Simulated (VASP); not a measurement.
# ScH3 (Fm-3m) in VASP: further runs

The runs below take ScH3 through single point, with PBEsol.

Everything below comes from runs of VASP 6.6.1. Logs are shortened: lines on timing, memory, paths and dates and some standing lists are left out, and cuts for length are marked.

### 1 The cell of the first run

Symmetry: Fm-3m, No. 225, cubic system. Conventional cell: a = 4.708 Å, b = 4.708 Å, c = 4.708 Å, α = 90.00°, β = 90.00°, γ = 90.00°. Within 2.7 Å of Sc (site symmetry m-3m) lie 14 H at 2.04 to 2.35 Å. H (site symmetry m-3m) has 8 H at 2.04 Å and 6 Sc at 2.35 Å within 2.7 Å. H (site symmetry -43m) has 4 Sc at 2.04 Å and 10 H at 2.04 to 2.35 Å within 2.7 Å.

### 2 Single point, PBEsol

The input, INCAR:

```
SYSTEM = ScH3
PREC = Accurate
ENCUT = 520
EDIFF = 1E-7
ISMEAR = 0
SIGMA = 0.05
LREAL = .FALSE.
LASPH = .TRUE.
NELM = 80
ALGO = Normal
ISIF = 2
LWAVE = .FALSE.
LCHARG = .TRUE.
GGA = PS
LELF = .TRUE.
LVHAR = .TRUE.
NBANDS = 15
```

The input, KPOINTS:

```
Automatic mesh
0
G
  10 10 10
  0 0 0
```

The input, POSCAR:

```
ScH3
1.0
    0.0000000000      2.3540352156      2.3540352156
    2.3540352156      0.0000000000      2.3540352156
    2.3540352156      2.3540352156      0.0000000000
Sc H
1 3
Direct
    0.0000000000      0.0000000000      0.0000000000
    0.5000000000      0.5000000000      0.5000000000
    0.2500000000      0.2500000000      0.2500000000
    0.7500000000      0.7500000000      0.7500000000
```

Potentials or basis: VASP PAW PBE potentials, release 64 (Sc_sv, H).

Run with:

```
cat potpaw_PBE.64/Sc_sv/POTCAR potpaw_PBE.64/H/POTCAR > POTCAR
mpirun -np 1 vasp_std > vasp.out
```

OUTCAR:

```text
SYSTEM = ScH3
   PREC = Accurate
   ENCUT = 520
   EDIFF = 1E-7
   ISMEAR = 0
   LREAL = .FALSE.
   LASPH = .TRUE.
   NELM = 80
   ISIF = 2
   GGA = PS

 ion  position               nearest neighbor table
   1  0.000  0.000  0.000-   3 2.04   4 2.04   4 2.04   4 2.04   4 2.04   3 2.04   3 2.04   3 2.04

   2  0.500  0.500  0.500-
   3  0.250  0.250  0.250-   1 2.04   1 2.04   1 2.04   1 2.04
   4  0.750  0.750  0.750-   1 2.04   1 2.04   1 2.04   1 2.04

  LATTYP: Found a face centered cubic cell.
 ALAT       =     4.7080704312

  Lattice vectors:

 A1 = (   0.0000000000,   2.3540352156,   2.3540352156)
 A2 = (   2.3540352156,   0.0000000000,   2.3540352156)
 A3 = (   2.3540352156,   2.3540352156,   0.0000000000)

Analysis of symmetry for initial positions (statically):
=====================================================================
 Subroutine PRICEL returns:
 Original cell was already a primitive cell.

 Routine SETGRP: Setting up the symmetry group for a
 face centered cubic supercell.

 Subroutine GETGRP returns: Found 48 space group operations
[... 9 lines left out ...]

 Routine SETGRP: Setting up the symmetry group for a
 face centered cubic supercell.

 Subroutine GETGRP returns: Found 48 space group operations
 (whereof 48 operations were pure point group operations)
 out of a pool of 48 trial point group operations.

The dynamic configuration has the point symmetry O_h .

 Subroutine INISYM returns: Found 48 space group operations
 (whereof 48 operations are pure point group operations),
 and found     1 'primitive' translations

----------------------------------------------------------------------------------------

                                     Primitive cell

  volume of cell :      26.0897

  direct lattice vectors                    reciprocal lattice vectors
     0.000000000  2.354035216  2.354035216    -0.212401241  0.212401241  0.212401241
     2.354035216  0.000000000  2.354035216     0.212401241 -0.212401241  0.212401241
     2.354035216  2.354035216  0.000000000     0.212401241  0.212401241 -0.212401241

  length of vectors
     3.329108528  3.329108528  3.329108528     0.367889740  0.367889740  0.367889740

  position of ions in fractional coordinates (direct lattice)
     0.000000000  0.000000000  0.000000000
     0.500000000  0.500000000  0.500000000
     0.250000000  0.250000000  0.250000000
     0.750000000  0.750000000  0.750000000

  ion indices of the primitive-cell ions
   primitive index   ion index
                 1           1
                 2           2
                 3           3
                 4           4

----------------------------------------------------------------------------------------

 KPOINTS: Automatic mesh

Automatic generation of k-mesh.
 Grid dimensions read from file:
 generate k-points for:   10   10   10

 Generating k-lattice:

  Cartesian coordinates                     Fractional coordinates (reciprocal lattice)
    -0.021240124  0.021240124  0.021240124     0.100000000  0.000000000  0.000000000
     0.021240124 -0.021240124  0.021240124     0.000000000  0.100000000  0.000000000
     0.021240124  0.021240124 -0.021240124     0.000000000  0.000000000  0.100000000

  Length of vectors
     0.036788974  0.036788974  0.036788974

  Shift w.r.t. Gamma in fractional coordinates (k-lattice)
     0.000000000  0.000000000  0.000000000

 Subroutine IBZKPT returns following result:
 ===========================================

 Found     47 irreducible k-points:

 Following reciprocal coordinates:
            Coordinates               Weight
  0.000000  0.000000  0.000000      1.000000
  0.100000  0.000000  0.000000      8.000000
  0.200000  0.000000  0.000000      8.000000
  0.300000  0.000000  0.000000      8.000000
  0.400000  0.000000  0.000000      8.000000
  0.500000  0.000000  0.000000      4.000000
[... 16 lines left out ...]
  0.300000  0.300000  0.000000      6.000000
  0.400000  0.300000  0.000000     24.000000
 [... further k-points ...]
   k-points           NKPTS =     47   k-points in BZ     NKDIM =     47   number of bands    NBANDS=     15
   number of dos      NEDOS =    301   number of ions     NIONS =      4
   total plane-waves  NPLWV =  21952
   dimension x,y,z NGX =    28 NGY =   28 NGZ =   28
   dimension x,y,z NGXF=    56 NGYF=   56 NGZF=   56
   ions per type =               1   3
   NGX,Y,Z   is equivalent  to a cutoff of  13.98, 13.98, 13.98 a.u.
   NGXF,Y,Z  is equivalent  to a cutoff of  27.96, 27.96, 27.96 a.u.
 SYSTEM =  ScH3
   PREC   = accura    normal or accurate (medium, high low for compatibility)
   ISTART =      0    job   : 0-new  1-cont  2-samecut
   ICHARG =      2    charge: 1-file 2-atom 10-const
   ISPIN  =      1    spin polarized calculation?
   LNONCOLLINEAR =      F non collinear calculations
   LSORBIT =      F    spin-orbit coupling
   LASPH  =      T    aspherical Exc in radial PAW
   ENCUT  =  520.0 eV  38.22 Ry    6.18 a.u.   6.19  6.19  6.19*2*pi/ulx,y,z
   NELM   =     80;   NELMIN=  2; NELMDL= -5     # of ELM steps
   EDIFF  = 0.1E-06   stopping-criterion for ELM
   LREAL  =      F    real-space projection
   EDIFFG = 0.1E-05   stopping-criterion for IOM
   NSW    =      0    number of steps for IOM
   IBRION =     -1    ionic relax: 0-MD 1-quasi-New 2-CG
   NFREE  =      0    steps in history (QN), initial steepest desc. (CG)
   ISIF   =      2    stress and relaxation
   ISYM   =      2    0-nonsym 1-usesym 2-fastsym
   POTIM  = 0.5000    time-step for ionic-motion
   TEBEG  =    0.0;   TEEND  =   0.0 temperature during run
   PSTRESS=    0.0 pullay stress
   NELECT =      14.0000    total number of electrons
   NUPDOWN=      -1.0000    fix difference up-down
   EMIN   =  10.00;   EMAX   =-10.00  energy-range for DOS
   EFERMI =   0.00;   METHOD = LEGACY
   ISMEAR =     0;   SIGMA  =   0.05  broadening in eV -4-tet -1-fermi 0-gaus
   EFERMI_NEDOS =   21; number of points for ismear=-14 and -15
   IALGO  =     38    algorithm
   IMIX   =      4    mixing-type and parameters
     AMIX     =   0.40;   BMIX     =  1.00
     AMIX_MAG =   1.60;   BMIX_MAG =  1.00
  volume/ion in A,a.u.               =       6.52        44.02
  Fermi-wavevector in a.u.,A,eV,Ry     =   1.330336  2.513970 24.079494  1.769793
  Thomas-Fermi vector in A             =   2.459430
   LORBIT       =      0    0 simple, 1 ext, 2 COOP (PROOUT), +10 PAW based schemes
   GGA     = PS    functional components
   LHFCALC =     F    Hartree Fock is set to
   AEXX    =    0.0000 exact exchange contribution
   IVDW    =     0    specifies the selected vdW correction
   LEPSILON=     F    determine dielectric tensor
   LRPA    =     F    only Hartree local field effects (RPA)
 non-spin polarized calculation
 Gauss-broadening in eV      SIGMA  =   0.05
  energy-cutoff  :      520.00
  volume of cell :       26.09
 maximum number of plane-waves:       725
 NGX is ok and might be reduce to    28
   NGX = 13   NGY = 13   NGZ = 13

 number of electron      14.0000000 magnetization

 Free energy of the ion-electron system (eV)
  ---------------------------------------------------
  ext. energy  EPLUGINS =         0.00000000
  ---------------------------------------------------
  free energy    TOTEN  =       -18.55019417 eV

  energy without entropy =      -18.54909290  energy(sigma->0) =      -18.54964354

 E-fermi :   5.6380     XC(G=0): -11.3585

 val. band max:        5.6218437935   @ k =   0.0000   0.0000   0.0000
 cond. band min:       5.6672528064   @ k =   0.5000   0.1000   0.0000
 fundamental gap:      0.0454090128
 Fermi energy:         5.6379732758

 k-point     1 :       0.0000    0.0000    0.0000
  band No.  band energies     occupation
      1     -44.3664      2.00000
      2     -22.9253      2.00000
      3     -22.9253      2.00000
      4     -22.9253      2.00000
      5      -5.8426      2.00000
      6       5.0527      2.00000
      7       5.6218      1.35176
      8       5.6218      1.35176
      9       5.6218      1.35176
     10       7.4448      0.00000
     11       7.4448      0.00000
     12       8.4237      0.00000
     13      17.3043      0.00000
     14      17.3043      0.00000
     15      17.3043      0.00000

 k-point     2 :       0.1000    0.0000    0.0000
  band No.  band energies     occupation
      1     -44.3608      2.00000
      2     -22.9688      2.00000
      3     -22.9301      2.00000
      4     -22.9301      2.00000
      5      -5.6117      2.00000
      6       3.6289      2.00000
      7       5.7153      0.02874
      8       5.7153      0.02874
      9       7.1429      0.00000
     10       7.3483      0.00000
     11       7.3483      0.00000
     12       8.0568      0.00000
     13      17.3904      0.00000
     14      17.5670      0.00000
     15      17.5670      0.00000

 k-point     3 :       0.2000    0.0000    0.0000
  band No.  band energies     occupation
      1     -44.3464      2.00000
      2     -23.0807      2.00000
      3     -22.9427      2.00000
      4     -22.9427      2.00000
      5      -4.9555      2.00000
      6       2.1679      2.00000
      7       5.8600      0.00000
      8       5.8600      0.00000
      9       6.8697      0.00000
     10       7.2638      0.00000
     11       7.2638      0.00000
     12       9.3023      0.00000
     13      16.3928      0.00000
     14      18.1239      0.00000
     15      18.1239      0.00000
[... 343 lines left out ...]
 k-point    23 :       0.3000    0.3000    0.0000
  band No.  band energies     occupation
      1     -44.3160      2.00000
      2     -23.2071      2.00000
      3     -23.0158      2.00000
      4     -23.0158      2.00000
      5      -3.4084      2.00000
      6       0.6764      2.00000
      7       2.8114      2.00000
      8       6.8952      0.00000
      9       6.8952      0.00000
     10       8.0515      0.00000
     11       9.6206      0.00000
     12      11.4819      0.00000
     13      13.8429      0.00000
     14      13.8429      0.00000
     15      16.2352      0.00000

 k-point    24 :       0.4000    0.3000    0.0000
  band No.  band energies     occupation
      1     -44.3046      2.00000
      2     -23.2619      2.00000
      3     -23.0460      2.00000
      4     -23.0312      2.00000
      5      -2.5954      2.00000
      6       0.2341      2.00000
      7       1.9035      2.00000
      8       7.0969      0.00000
      9       7.4800      0.00000
     10       8.3020      0.00000
     11       9.8969      0.00000
     12      11.6278      0.00000
     13      12.9178      0.00000
     14      13.1357      0.00000
     15      15.9964      0.00000

 [... further k-points ...]
[... 5 lines left out ...]
  --------------------------------------------------------------------------------------
  -------------------------------------------------------------------------------------
  Total        0.0107001      0.0107001      0.0107001     -0.0000000     -0.0000000      0.0000000
  in kB        0.6570945      0.6570945      0.6570945     -0.0000000     -0.0000000      0.0000000
  external PRESSURE =       0.6570945 kB  Pullay stress =       0.0000000 kB

 VOLUME and BASIS-vectors are now :
 -----------------------------------------------------------------------------
  energy-cutoff  :      520.00
  volume of cell :       26.09
      direct lattice vectors                 reciprocal lattice vectors
     0.000000000  2.354035216  2.354035216    -0.212401241  0.212401241  0.212401241
     2.354035216  0.000000000  2.354035216     0.212401241 -0.212401241  0.212401241
     2.354035216  2.354035216  0.000000000     0.212401241  0.212401241 -0.212401241

 POSITION                                       TOTAL-FORCE (eV/Angst)
 -----------------------------------------------------------------------------------
      0.00000      0.00000      0.00000        -0.000000      0.000000     -0.000000
      2.35404      2.35404      2.35404        -0.000000      0.000000     -0.000000
      1.17702      1.17702      1.17702        -0.000000     -0.000000      0.000000
      3.53105      3.53105      3.53105         0.000000      0.000000      0.000000
 -----------------------------------------------------------------------------------
    total drift:                               -0.000000     -0.000000      0.000000

  FREE ENERGIE OF THE ION-ELECTRON SYSTEM (eV)
  ---------------------------------------------------
  free  energy   TOTEN  =       -18.5501941743 eV

  energy  without entropy=      -18.5490929039  energy(sigma->0) =      -18.54964354
```

Run time: 28 s. Hardware: 1 thread of Intel Xeon Platinum 8259CL at 2.50GHz (Skylake/Cascade Lake), shared host; peak memory 0.16 GiB.

What came out:

```
Free energy            : -18.5502 eV
Pressure               : 0.1 GPa
Band gap on the k mesh : zero (band 7 reaches 5.86 eV, above the bottom of band 8 at 5.50 eV)
```

Caveat: the PAW data sets were made with another functional, which shifts forces and pressure a little.

[end of part 1 of 2]
